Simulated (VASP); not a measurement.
YSi2, 3 atoms in the cell. Symmetry: P6/mmm, No. 191, hexagonal system. Conventional cell: a = 4.042 Å, b = 4.042 Å, c = 4.045 Å, α = 90.00°, β = 90.00°, γ = 120.00°. Y (site symmetry 6/mmm) has 12 Si at 3.09 Å and 8 Y at 4.04 Å within 4.1 Å. Si (site symmetry -6m2) has 3 Si at 2.33 Å and 6 Y at 3.09 Å within 3.1 Å. 

| Property | Result |
| --- | --- |
| Program | VASP 6.6.1 |
| Task | single point |
| Functional | r2SCAN |
| Potentials or basis | VASP PAW PBE potentials, release 64 (Y_sv, Si) |
| Cutoff | 520 eV |
| k mesh | 6 × 6 × 6 |
| Occupations | gaussian, width 0.1 eV |
| Spin | no spin polarisation |
| Dipole correction | no |
| Further INCAR settings | ALGO = Normal; EDIFF = 1e-07; NBANDS = 16 |

Potentials or basis: VASP PAW PBE potentials, release 64 (Y_sv, Si).

Command:

```console
$ cat potpaw_PBE.64/Y_sv/POTCAR potpaw_PBE.64/Si/POTCAR > POTCAR
$ cp INCAR.step1 INCAR
$ mpirun -np 1 vasp_std > vasp.out
$ cp INCAR.step2 INCAR
$ mpirun -np 1 vasp_std > vasp.out
```

Hardware: 1 thread of Intel(R) Xeon(R) Platinum 8259CL CPU @ 2.50GHz (Skylake/Cascade Lake), with other jobs on the host.

Question: Estimate the wall time of this run.

Answer: It took 110 s on 1 thread of Intel(R) Xeon(R) Platinum 8259CL CPU @ 2.50GHz (Skylake/Cascade Lake) (shared host), peak memory 0.19 GiB. Counts: k points 28.
